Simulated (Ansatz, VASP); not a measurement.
**CdSe in VASP and in Ansatz**

```
Cd Se
1.0
     0.00000    2.89299    2.89299
     2.89299    0.00000    2.89299
     2.89299    2.89299    0.00000
Cd Se
1 1
Direct
  0.00000 0.00000 0.00000
  0.50000 0.50000 0.50000
```

Change from the starting cell: volume scaled by 1.02, PAW files.

Alike in both runs: task electric field gradients; functional PBEsol; k mesh 11 × 11 × 11; occupations fermi-dirac, width 0.05 eV; no spin polarisation.

|  | VASP | Ansatz |
| --- | --- | --- |
| version | VASP 6.6.1 | Ansatz 0.2.0 |
| potentials or method | VASP PAW PBE potentials, release 64 (Cd, Se) | PAW with Ansatz's default frozen-core files, scalar-relativistic |
| plane-wave cutoff (eV) | 520 | 420 |
| valence electrons in the cell | 18 | 36 |

Ansatz gave:

```
pressure (GPa) : -4.8
```

Q: Estimate VASP's values.

A: Pressure (GPa): -4.5.

VASP's potentials were made for PBE, not for PBEsol. VASP's potentials hold 18 valence electrons a cell and Ansatz's 36, so a difference there can come from the potentials and not from the codes.
